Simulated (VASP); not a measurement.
# Cu (Fm-3m) in VASP: notebook

Cu is run at these levels: r2SCAN; tasks: single point, relaxation of cell and atoms.

Everything below comes from runs of VASP 6.6.1. Logs are shortened: lines on timing, memory, paths and dates and some standing lists are left out, and cuts for length are marked.

## (1) The cell of the first run

It takes space group Fm-3m (No. 225, cubic). Conventional cell: a = 3.577 Å, b = 3.577 Å, c = 3.577 Å, α = 90.00°, β = 90.00°, γ = 90.00°. Cu (site symmetry m-3m) has 12 Cu at 2.53 Å within 3.3 Å.

## (2) Single point, r2SCAN

Input file POSCAR:

```
Cu
1.0
    0.0000000000      1.7884399149      1.7884399149
    1.7884399149      0.0000000000      1.7884399149
    1.7884399149      1.7884399149      0.0000000000
Cu
1
Direct
    0.0000000000      0.0000000000      0.0000000000
```

Input file INCAR.step1:

```
  PREC = Accurate
  ENCUT = 520
  ISMEAR = 0
  SIGMA = 0.1
  LREAL = F
  LASPH = T
  NELM = 80
  NBANDS = 12
  GGA = PE
  ALGO = Normal
  EDIFF = 1E-4
  LWAVE = T
  LCHARG = F
```

Input file INCAR.step2:

```
  PREC = Accurate
  ENCUT = 520
  EDIFF = 1E-7
  ISMEAR = 0
  SIGMA = 0.1
  LREAL = F
  LASPH = T
  NELM = 80
  ALGO = Normal
  ISIF = 2
  LWAVE = F
  LCHARG = T
  METAGGA = R2SCAN
  LMIXTAU = T
  LELF = T
  LVHAR = T
  NBANDS = 12
  ISTART = 1
```

Input file KPOINTS:

```
regular mesh
0
Gamma
  20 20 20
```

Potentials or basis: VASP PAW PBE potentials, release 64 (Cu).

Launch:

```sh
$ cat potpaw_PBE.64/Cu/POTCAR > POTCAR
$ cp INCAR.step1 INCAR
$ mpirun -np 1 vasp_std > vasp.out
$ cp INCAR.step2 INCAR
$ mpirun -np 1 vasp_std > vasp.out
```

OUTCAR:

```text
PREC = Accurate
   ENCUT = 520
   EDIFF = 1E-7
   ISMEAR = 0
   LREAL = F
   LASPH = T
   NELM = 80
   ISIF = 2
   METAGGA = R2SCAN
   ISTART = 1

 ion  position               nearest neighbor table
   1  0.000  0.000  0.000-

  LATTYP: Found a face centered cubic cell.
 ALAT       =     3.5768798298

  Lattice vectors:

 A1 = (   0.0000000000,   1.7884399149,   1.7884399149)
 A2 = (   1.7884399149,   0.0000000000,   1.7884399149)
 A3 = (   1.7884399149,   1.7884399149,   0.0000000000)

Analysis of symmetry for initial positions (statically):
=====================================================================
 Subroutine PRICEL returns:
 Original cell was already a primitive cell.

 Routine SETGRP: Setting up the symmetry group for a
 face centered cubic supercell.

 Subroutine GETGRP returns: Found 48 space group operations
 (whereof 48 operations were pure point group operations)
 out of a pool of 48 trial point group operations.

The static configuration has the point symmetry O_h .

Analysis of symmetry for dynamics (positions and initial velocities):
=====================================================================
 Subroutine PRICEL returns:
 Original cell was already a primitive cell.

 Routine SETGRP: Setting up the symmetry group for a
 face centered cubic supercell.

 Subroutine GETGRP returns: Found 48 space group operations
 (whereof 48 operations were pure point group operations)
 out of a pool of 48 trial point group operations.

The dynamic configuration has the point symmetry O_h .

 Subroutine INISYM returns: Found 48 space group operations
 (whereof 48 operations are pure point group operations),
 and found     1 'primitive' translations

----------------------------------------------------------------------------------------

                                     Primitive cell

  volume of cell :      11.4407

  direct lattice vectors                    reciprocal lattice vectors
     0.000000000  1.788439915  1.788439915    -0.279573273  0.279573273  0.279573273
     1.788439915  0.000000000  1.788439915     0.279573273 -0.279573273  0.279573273
     1.788439915  1.788439915  0.000000000     0.279573273  0.279573273 -0.279573273

  length of vectors
     2.529235983  2.529235983  2.529235983     0.484235113  0.484235113  0.484235113

  position of ions in fractional coordinates (direct lattice)
     0.000000000  0.000000000  0.000000000

  ion indices of the primitive-cell ions
   primitive index   ion index
[... 75 lines left out ...]
   EDIFFG = 0.1E-05   stopping-criterion for IOM
   NSW    =      0    number of steps for IOM
   IBRION =     -1    ionic relax: 0-MD 1-quasi-New 2-CG
   NFREE  =      0    steps in history (QN), initial steepest desc. (CG)
   ISIF   =      2    stress and relaxation
   ISYM   =      2    0-nonsym 1-usesym 2-fastsym
   POTIM  = 0.5000    time-step for ionic-motion
   TEBEG  =    0.0;   TEEND  =   0.0 temperature during run
   PSTRESS=    0.0 pullay stress
   NELECT =      11.0000    total number of electrons
   NUPDOWN=      -1.0000    fix difference up-down
   EMIN   =  10.00;   EMAX   =-10.00  energy-range for DOS
   EFERMI =   0.00;   METHOD = LEGACY
   ISMEAR =     0;   SIGMA  =   0.10  broadening in eV -4-tet -1-fermi 0-gaus
   EFERMI_NEDOS =   21; number of points for ismear=-14 and -15
   IALGO  =     38    algorithm
   IMIX   =      4    mixing-type and parameters
     AMIX     =   0.40;   BMIX     =  1.00
     AMIX_MAG =   1.60;   BMIX_MAG =  1.00
  volume/ion in A,a.u.               =      11.44        77.21
  Fermi-wavevector in a.u.,A,eV,Ry     =   1.615802  3.053422 35.522293  2.610815
  Thomas-Fermi vector in A             =   2.710491
   LORBIT       =      0    0 simple, 1 ext, 2 COOP (PROOUT), +10 PAW based schemes
   METAGGA = R2SCAN    functional components
   LHFCALC =     F    Hartree Fock is set to
   AEXX    =    0.0000 exact exchange contribution
   IVDW    =     0    specifies the selected vdW correction
   LEPSILON=     F    determine dielectric tensor
   LRPA    =     F    only Hartree local field effects (RPA)
 non-spin polarized calculation
 Gauss-broadening in eV      SIGMA  =   0.10
  energy-cutoff  :      520.00
  volume of cell :       11.44
 maximum number of plane-waves:       331
   NGX =  9   NGY =  9   NGZ =  9

 number of electron      11.0000012 magnetization

 Free energy of the ion-electron system (eV)
  ---------------------------------------------------
  ext. energy  EPLUGINS =         0.00000000
  ---------------------------------------------------
  free energy    TOTEN  =       -10.82813414 eV

  energy without entropy =      -10.82695837  energy(sigma->0) =      -10.82754626

 E-fermi :   7.7645     XC(G=0): -13.9594

 val. band max:        7.7606152725   @ k =   0.5000   0.2500   0.1000
 cond. band min:       7.8074026144   @ k =  -0.4500   0.1000   0.0000
 fundamental gap:      0.0467873419
 Fermi energy:         7.7645032671

 k-point     1 :       0.0000    0.0000    0.0000
  band No.  band energies     occupation
      1      -2.1269      2.00000
      2       4.5586      2.00000
      3       4.5586      2.00000
      4       4.5586      2.00000
      5       5.4165      2.00000
      6       5.4165      2.00000
      7      31.4418      0.00000
      8      34.7288      0.00000
      9      34.7288      0.00000
     10      34.7291      0.00000
     11      37.1454      0.00000
     12      37.1454      0.00000
[... 331 lines left out ...]
 k-point    24 :      -0.3500    0.0500    0.0000
  band No.  band energies     occupation
      1       1.9016      2.00000
      2       4.5741      2.00000
      3       4.6166      2.00000
      4       4.7528      2.00000
      5       5.7628      2.00000
      6       6.0663      2.00000
      7      15.6114      0.00000
      8      28.7988      0.00000
      9      31.2876      0.00000
     10      32.6106      0.00000
     11      34.7407      0.00000
     12      36.6242      0.00000

 [... further k-points ...]
[... 5 lines left out ...]
  --------------------------------------------------------------------------------------
  -------------------------------------------------------------------------------------
  Total        0.0422581      0.0422581      0.0422581      0.0000000      0.0000000      0.0000000
  in kB        5.9179015      5.9179015      5.9179015      0.0000000      0.0000000      0.0000000
  external PRESSURE =       5.9179015 kB  Pullay stress =       0.0000000 kB

 VOLUME and BASIS-vectors are now :
 -----------------------------------------------------------------------------
  energy-cutoff  :      520.00
  volume of cell :       11.44
      direct lattice vectors                 reciprocal lattice vectors
     0.000000000  1.788439915  1.788439915    -0.279573273  0.279573273  0.279573273
     1.788439915  0.000000000  1.788439915     0.279573273 -0.279573273  0.279573273
     1.788439915  1.788439915  0.000000000     0.279573273  0.279573273 -0.279573273

 POSITION                                       TOTAL-FORCE (eV/Angst)
 -----------------------------------------------------------------------------------
      0.00000      0.00000      0.00000        -0.000000      0.000000     -0.000000
 -----------------------------------------------------------------------------------
    total drift:                                0.000000      0.000000      0.000000

  FREE ENERGIE OF THE ION-ELECTRON SYSTEM (eV)
  ---------------------------------------------------
  free  energy   TOTEN  =       -10.8281341391 eV

  energy  without entropy=      -10.8269583730  energy(sigma->0) =      -10.82754626
```

Run time: 3.3 min. Hardware: 1 thread of Intel Xeon 8259CL, shared host; peak memory 0.16 GiB.

Results:

* Free energy: -10.8281 eV
* Pressure: 0.6 GPa

Caveat: the PAW data sets were made with another functional, which shifts forces and pressure a little.

## (3) Single point, r2SCAN

POSCAR is that of step 2.

Input file INCAR.step1:

```
PREC = Accurate ; ENCUT = 520
ISMEAR = 0 ; SIGMA = 0.15
LREAL = F ; LASPH = T
NELM = 80 ; NBANDS = 12
GGA = PE ; ALGO = Normal
EDIFF = 1E-4 ; LWAVE = T
LCHARG = F
```

Input file INCAR.step2:

```
PREC = Accurate ; ENCUT = 520
EDIFF = 1E-7 ; ISMEAR = 0
SIGMA = 0.15 ; LREAL = F
LASPH = T ; NELM = 80
ALGO = Normal ; ISIF = 2
LWAVE = F ; LCHARG = T
METAGGA = R2SCAN ; LMIXTAU = T
LELF = T ; LVHAR = T
NBANDS = 12 ; ISTART = 1
```

Input file KPOINTS:

```
Automatic mesh
0
Gamma
  28 28 28
```

Potentials or basis: VASP PAW PBE potentials, release 64 (Cu).

Launch:

```sh
$ cat potpaw_PBE.64/Cu/POTCAR > POTCAR
$ cp INCAR.step1 INCAR
$ mpirun -np 1 vasp_std > vasp.out
$ cp INCAR.step2 INCAR
$ mpirun -np 1 vasp_std > vasp.out
```

It took 6.5 min on 1 thread of Intel Xeon 8259CL, shared host; peak memory 0.2 GiB.

The run converged. Its results:

```
Free energy : -10.8285 eV
Pressure    : 0.6 GPa
```

Levels at points of the mesh, in eV from the Fermi level:
```tsv
k point	band 2	band 3	band 4	band 5	band 6	band 7	band 8	band 9	band 10	band 11
(0.00, 0.00, 0.00)	-3.26	-3.26	-3.26	-2.40	-2.40	23.63	26.92	26.92	26.92	29.33
(0.50, 0.00, 0.00)	-3.31	-3.31	-1.78	-1.78	-1.16	4.12	22.12	23.64	23.64	26.52
(0.50, 0.50, 0.00)	-4.77	-1.82	-1.62	-1.62	1.55	7.64	14.00	14.00	18.44	21.68
```

Caveat: the PAW data sets were made with another functional, which shifts forces and pressure a little.

## (4) Single point, r2SCAN

POSCAR is that of step 3.

Input file INCAR.step1:

```
PREC = Accurate
ENCUT = 520
ISMEAR = 0
SIGMA = 0.15
LREAL = F
LASPH = T
NELM = 60
NBANDS = 12
GGA = PE
ALGO = Normal
EDIFF = 1E-4
LWAVE = T
LCHARG = F
```

Input file INCAR.step2:

```
PREC = Accurate
ENCUT = 520
EDIFF = 1E-7
ISMEAR = 0
SIGMA = 0.15
LREAL = F
LASPH = T
NELM = 60
ALGO = Normal
ISIF = 2
LWAVE = F
LCHARG = F
METAGGA = R2SCAN
LMIXTAU = T
NBANDS = 12
ISTART = 1
```

Input file KPOINTS:

```
Automatic mesh
0
Gamma
  32 32 32
```

Launch:

```sh
$ cat potpaw_PBE.64/Cu/POTCAR > POTCAR
$ cp INCAR.step1 INCAR
$ mpirun -np 1 vasp_std > vasp.out
$ cp INCAR.step2 INCAR
$ mpirun -np 1 vasp_std > vasp.out
```

Run time: 9.1 min. Hardware: 1 thread of Intel Xeon 8259CL, shared host; peak memory 0.24 GiB.

The run converged. Its results:

```
Free energy : -10.8282 eV
Pressure    : 0.6 GPa
```

Levels at points of the mesh, in eV from the Fermi level:
| k point | band 3 | band 4 | band 5 | band 6 | band 7 | band 8 | band 9 | band 10 |
| --- | --- | --- | --- | --- | --- | --- | --- | --- |
| (0.00, 0.00, 0.00) | -3.27 | -3.27 | -2.41 | -2.41 | 23.62 | 26.91 | 26.91 | 26.91 |
| (0.50, 0.00, 0.00) | -3.32 | -1.79 | -1.79 | -1.17 | 4.11 | 22.11 | 23.63 | 23.63 |
| (0.50, 0.50, 0.00) | -1.83 | -1.63 | -1.63 | 1.54 | 7.63 | 13.99 | 13.99 | 18.43 |

Caveat: the PAW data sets were made with another functional, which shifts forces and pressure a little.

(Part 1 of 2 ends here.)
